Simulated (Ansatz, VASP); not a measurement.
# Lu in VASP and in Ansatz

```
Lu
1.0
     3.52630    0.00000    0.00000
    -1.76315    3.05387    0.00000
     0.00000    0.00000    5.58766
Lu
2
Direct
  0.66667 0.33333 0.75000
  0.33333 0.66667 0.25000
```

Alike in both runs: task single point; functional PBEsol; k mesh 9 × 9 × 5; occupations fermi-dirac, width 0.05 eV; no spin polarisation.

```csv
,VASP,Ansatz
version,VASP 6.6.1,Ansatz 0.2.0
potentials or method,"VASP PAW PBE potentials, release 64 (Lu)",Ansatz PAW
plane-wave cutoff (eV),520,420
valence electrons in the cell,50,50
```

VASP gave:

```
gap on the k mesh at the Fermi level (eV)                     : none
pressure (GPa)                                                : -3.7
traceless stress, the component that is largest in VASP (GPa) : -0.65
```

Question: What did Ansatz give for the same quantities?

Answer: gap on the k mesh at the Fermi level (eV): none; pressure (GPa): -3.8; traceless stress, the component that is largest in VASP (GPa): -0.65.

VASP's potentials were made for PBE, not for PBEsol. A gap of «none» marks a metal or a gap that the smearing closes.

Neither program's run includes spin-orbit coupling.
